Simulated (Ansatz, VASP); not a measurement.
SnSe2 in VASP and in Ansatz

```
Sn Se
1.0
     4.03200    0.00000    0.00000
    -2.01600    3.49181    0.00000
     0.00000    0.00000    6.65900
Sn Se
1 2
Direct
  0.00000 0.00000 0.00000
  0.33333 0.66667 0.26513
  0.66667 0.33333 0.73487
```

Alike in both runs: task single point; functional PBE; dispersion D3(BJ); k mesh 12 × 12 × 6; occupations gaussian, width 0.03 eV; no spin polarisation.

```csv
,VASP,Ansatz
version,VASP 6.6.1,Ansatz 0.2.0
potentials or method,"VASP PAW PBE potentials, release 64 (Sn_d, Se), cutoff 500 eV","scalar-relativistic, plane waves, PAW"
valence electrons in the cell,26,46
```

```csv
,VASP,Ansatz,Ansatz less VASP
gap on the k mesh at the Fermi level (eV),0.14,0.14,+0.001
least direct gap on the mesh (eV),0.44,0.44,+0.003
pressure (GPa),-8.2,-8.2,-0.01
"traceless stress, the component that is largest in VASP (GPa)",-2.01,-2.02,-0.008
rms of the force components (eV/Å),0.656,0.659,+0.0029
```

Atom by atom the forces differ by 0.003 eV/Å (rms over components). VASP's potentials hold 26 valence electrons a cell and Ansatz's 46, so a difference there can come from the potentials and not from the codes.
